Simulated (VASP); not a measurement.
# Na16H (a cell with a defect) in VASP: further runs, part 2 of 2

VASP 6.6.1. Earlier steps stand in the parts before.

## (3) Single point, PBEsol

Input file INCAR:

```
SYSTEM = Na16H
ALGO     = Normal         ! electronic algorithm
EDIFF    = 1E-6           ! SCF threshold, eV
ENCUT    = 520            ! plane-wave cutoff, eV
GGA      = PS             ! functional
ISIF     = 2              ! what is computed and relaxed
ISMEAR   = -1             ! smearing method
LASPH    = .True.         ! aspherical terms in the spheres
LCHARG   = .False.        ! write CHGCAR
LREAL    = Auto         
LWAVE    = .False.        ! write WAVECAR
NBANDS   = 70             ! bands
NELM     = 100            ! most SCF steps
PREC     = Accurate       ! precision mode
SIGMA    = 0.002          ! smearing width, eV
```

Input file KPOINTS:

```
k-points
0
Gamma
  2 2 2
  0 0 0
```

Input file POSCAR:

```
Na16H
1.0
    8.4600000000      0.0000000000      0.0000000000
    0.0000000000      8.4600000000      0.0000000000
    0.0000000000      0.0000000000      8.4600000000
Na H
16 1
Direct
    0.0096217494      0.0214302600      0.0001063830
    0.4769858156      0.0129905437     -0.0112765957
   -0.0039361702      0.5156382979      0.0026713948
    0.0126950355     -0.0250709220      0.5016784870
    0.2485815603      0.2603664303      0.2751891253
    0.4739243499      0.5363475177      0.0113711584
    0.5296926714     -0.0005082742      0.4910638298
    0.7620685579      0.2487234043      0.2575768322
   -0.0048936170      0.4732269504      0.4933096927
    0.2798699764      0.7639243499      0.2596099291
    0.2592080378      0.2140307329      0.7654137116
    0.5058156028      0.5019030733      0.5019267139
    0.7692553191      0.7653191489      0.2357210402
    0.7663002364      0.2139125296      0.7478486998
    0.2625531915      0.7640780142      0.7644562648
    0.7148699764      0.7563475177      0.7239361702
    0.5645035461      0.7478959811      0.1526004728
```

Potentials or basis: VASP PAW PBE potentials, release 64 (Na_pv, H).

Command:

```bash
$ cat potpaw_PBE.64/Na_pv/POTCAR potpaw_PBE.64/H/POTCAR > POTCAR
$ mpirun -np 1 vasp_std > vasp.out
```

OUTCAR:

```text
SYSTEM = Na16H
   EDIFF = 1E-6
   ENCUT = 520
   GGA = PS
   ISIF = 2
   ISMEAR = -1
   LASPH = .True.
   LREAL = Auto
   NELM = 100
   PREC = Accurate

 ion  position               nearest neighbor table
   1  0.010  0.021  0.000-
   2  0.477  0.013  0.989-
   3  0.996  0.516  0.003-
   4  0.013  0.975  0.502-
   5  0.249  0.260  0.275-
[... 790 lines left out ...]
  -------------------------------------------------------------------------------------
  Total        1.0634244     -0.7811224     -0.5235834      0.0534938      0.2877322      1.2185916
  in kB        2.8138836     -2.0668957     -1.3854325      0.1415476      0.7613563      3.2244651
  external PRESSURE =      -0.2128149 kB  Pullay stress =       0.0000000 kB

 VOLUME and BASIS-vectors are now :
 -----------------------------------------------------------------------------
  energy-cutoff  :      520.00
  volume of cell :      605.50
      direct lattice vectors                 reciprocal lattice vectors
     8.460000000  0.000000000  0.000000000     0.118203310  0.000000000  0.000000000
     0.000000000  8.460000000  0.000000000     0.000000000  0.118203310  0.000000000
     0.000000000  0.000000000  8.460000000     0.000000000  0.000000000  0.118203310

 POSITION                                       TOTAL-FORCE (eV/Angst)
 -----------------------------------------------------------------------------------
      0.08140      0.18130      0.00090         0.020467     -0.154188      0.054664
      4.03530      0.10990      8.36460         0.281929     -0.188884      0.269533
      8.42670      4.36230      0.02260         0.095766     -0.065935     -0.060082
      0.10740      8.24790      4.24420        -0.013635      0.095616     -0.008644
      2.10300      2.20270      2.32810         0.044104     -0.114571     -0.084442
      4.00940      4.53750      0.09620         0.193024     -0.141189      0.013866
[... 9 lines left out ...]
      6.04780      6.39870      6.12450         0.179756      0.014416      0.175371
      4.77570      6.32720      1.29100        -1.071496      0.009962     -0.343378
 -----------------------------------------------------------------------------------
    total drift:                               -0.000721      0.000660     -0.000952

  FREE ENERGIE OF THE ION-ELECTRON SYSTEM (eV)
  ---------------------------------------------------
  free  energy   TOTEN  =       -24.6355189678 eV

  energy  without entropy=      -24.6344446627  energy(sigma->0) =      -24.63498182
```

OSZICAR:

```text
N       E                     dE             d eps       ncg     rms          rms(c)
DAV:   1     0.101957931450E+04    0.10196E+04   -0.57945E+04  1224   0.159E+03
DAV:   2     0.431981812447E+02   -0.97638E+03   -0.96145E+03  1120   0.450E+02
DAV:   3    -0.236447355931E+02   -0.66843E+02   -0.65567E+02  1246   0.150E+02
DAV:   4    -0.255912116933E+02   -0.19465E+01   -0.19319E+01  1206   0.241E+01
DAV:   5    -0.256340725473E+02   -0.42861E-01   -0.42853E-01  1232   0.387E+00    0.384E+00
DAV:   6    -0.247765705434E+02    0.85750E+00   -0.10027E+00  1192   0.399E+00    0.142E+00
DAV:   7    -0.246424356977E+02    0.13413E+00   -0.32288E-01  1356   0.370E+00    0.583E-01
DAV:   8    -0.246368304422E+02    0.56053E-02   -0.72240E-02  1252   0.139E+00    0.437E-01
DAV:   9    -0.246359609012E+02    0.86954E-03   -0.17627E-02  1330   0.740E-01    0.280E-01
DAV:  10    -0.246356441314E+02    0.31677E-03   -0.50693E-03  1426   0.380E-01    0.174E-01
DAV:  11    -0.246358273393E+02   -0.18321E-03   -0.18146E-03  1298   0.293E-01    0.938E-02
DAV:  12    -0.246355243170E+02    0.30302E-03   -0.31103E-04  1234   0.128E-01    0.227E-02
DAV:  13    -0.246355304196E+02   -0.61026E-05   -0.14023E-04  1234   0.652E-02    0.197E-02
DAV:  14    -0.246355248500E+02    0.55696E-05   -0.28799E-05  1162   0.295E-02    0.134E-02
DAV:  15    -0.246355191604E+02    0.56896E-05   -0.67883E-06   914   0.201E-02    0.428E-03
DAV:  16    -0.246355189678E+02    0.19261E-06   -0.19828E-06   834   0.990E-03
   1 F= -.24635519E+02 E0= -.24634982E+02  d E =-.107431E-02
```

It took 10 min on 1 thread of AMD EPYC 9755, shared host; peak memory 0.59 GiB.

Results:

```yaml
Free_energy: -24.6355 eV
Pressure: 0.0 GPa
Largest_force: 1.125 eV/Å
```

Forces on the atoms (eV/Å):
```
Na   0.020 -0.154  0.055
Na   0.282 -0.189  0.270
Na   0.096 -0.066 -0.060
Na  -0.014  0.096 -0.009
Na   0.044 -0.115 -0.084
Na   0.193 -0.141  0.014
Na  -0.163  0.048 -0.021
Na  -0.057 -0.032 -0.063
Na   0.032  0.154  0.114
Na   0.008  0.022 -0.036
Na  -0.056  0.234 -0.208
Na  -0.007 -0.051  0.018
Na   0.656  0.056  0.340
Na  -0.053  0.122  0.008
Na  -0.090 -0.009 -0.169
Na   0.180  0.014  0.175
H   -1.071  0.010 -0.343
```

Stress tensor (GPa, compression positive):
```
 0.28  0.01  0.32
 0.01 -0.21  0.08
 0.32  0.08 -0.14
```

Levels at points of the mesh, in eV from the Fermi level:
```csv
k point,band 52,band 53,band 54,band 55,band 56,band 57,band 58,band 59,band 60,band 61
"(0.00, 0.00, 0.00)",-1.06,-0.99,-0.93,-0.90,-0.15,0.82,0.83,0.84,0.86,0.87
"(0.50, 0.00, 0.00)",-0.59,-0.51,-0.48,-0.47,-0.46,-0.43,-0.39,0.57,1.31,1.34
"(0.00, 0.50, 0.00)",-0.61,-0.54,-0.50,-0.47,-0.46,-0.42,-0.38,0.60,1.29,1.34
"(0.00, 0.00, 0.50)",-0.56,-0.52,-0.50,-0.48,-0.45,-0.43,-0.35,0.50,1.31,1.35
"(0.50, 0.50, 0.00)",-2.00,-1.25,-0.05,-0.01,0.02,0.06,0.08,0.09,0.12,1.02
"(0.00, 0.50, 0.50)",-1.97,-1.19,-0.03,-0.01,0.00,0.00,0.05,0.10,0.14,1.18
"(0.50, 0.00, 0.50)",-2.02,-1.15,-0.04,-0.01,0.00,0.04,0.06,0.07,0.12,1.09
"(0.50, 0.50, 0.50)",-1.56,-1.51,-1.50,-1.42,-1.40,0.19,2.15,2.18,2.22,2.23
```

Caveat: the k points lie up to 0.37 Å⁻¹ apart; the PAW data sets were made with another functional, which shifts forces and pressure a little.
